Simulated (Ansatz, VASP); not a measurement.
**AlC in VASP and in Ansatz**

```
CELL_PARAMETERS angstrom
5.36080 0.00000 0.00000
0.00000 2.72997 0.00000
0.00000 0.00000 3.03827
ATOMIC_POSITIONS crystal
Al 0.75000 0.00000 0.75000
Al 0.25000 0.00000 0.25000
C 0.75000 0.50000 0.25000
C 0.25000 0.50000 0.75000
```

Alike in both runs: functional PBE; k mesh 4 × 6 × 4; occupations gaussian, width 0.1 eV; no spin polarisation.

Ansatz relaxed the structure, and its values are those at the end. VASP's run is a single point on that final structure, the one shown.

```csv
,VASP,Ansatz
version,VASP 6.6.1,Ansatz 0.2.0
potentials or method,"VASP PAW PBE potentials, release 64 (Al, C), cutoff 520 eV","scalar-relativistic, plane waves, PAW"
valence electrons in the cell,14,14
```

|  | VASP | Ansatz | Ansatz less VASP |
| --- | --- | --- | --- |
| gap on the k mesh at the Fermi level (eV) | none | none | - |
| pressure (GPa) | 0.0 | 0.1 | +0.06 |

A gap of «none» marks a metal or a gap that the smearing closes. With one functional, cell and mesh, what is left measures potentials, basis and numerics.

The k mesh is coarse, so the values compare programs but aren't converged.
